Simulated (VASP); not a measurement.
## MgB2 (lda): single point with LDA

Crystal: MgB2 (lda).

```
CELL_PARAMETERS angstrom
3.01105 0.00000 0.00000
-1.50553 2.60765 0.00000
0.00000 0.00000 3.40817
ATOMIC_POSITIONS crystal
Mg 0.00000 0.00000 0.00000
B 0.33333 0.66667 0.50000
B 0.66667 0.33333 0.50000
```

This cell differs from its parent crystal: volume scaled by 0.97, then relaxed in part.

* Program: VASP 6.6.1
* Task: single point
* Functional: LDA
* Potentials or basis: VASP PAW LDA potentials, release 64 (Mg, B)
* Cutoff: 600 eV
* k mesh: 15 × 15 × 12
* Occupations: gaussian, width 0.1 eV
* Spin: no spin polarisation
* Dipole correction: no
* Further INCAR settings: ALGO = Normal; EDIFF = 1e-06; NBANDS = 11

```
Pressure               : 4.4 GPa
Band gap on the k mesh : zero (band 4 reaches 7.72 eV, above the bottom of band 5 at 3.65 eV)
```

Stress tensor (GPa, compression positive):
```
4.41 0.00 0.00
0.00 4.41 0.00
0.00 0.00 4.27
```

Levels at points of the mesh, in eV from the Fermi level:
| k point | band 2 | band 3 | band 4 | band 5 | band 6 | band 7 |
| --- | --- | --- | --- | --- | --- | --- |
| (0.00, 0.00, 0.00) | -2.99 | 0.37 | 0.37 | 2.01 | 6.54 | 6.54 |
| (0.00, 0.00, 0.50) | -7.78 | 0.80 | 0.80 | 6.85 | 6.85 | 8.29 |

Run time: 33 s on 1 thread of Intel Xeon 6455B, with other jobs on the host, peak memory 0.19 GiB.
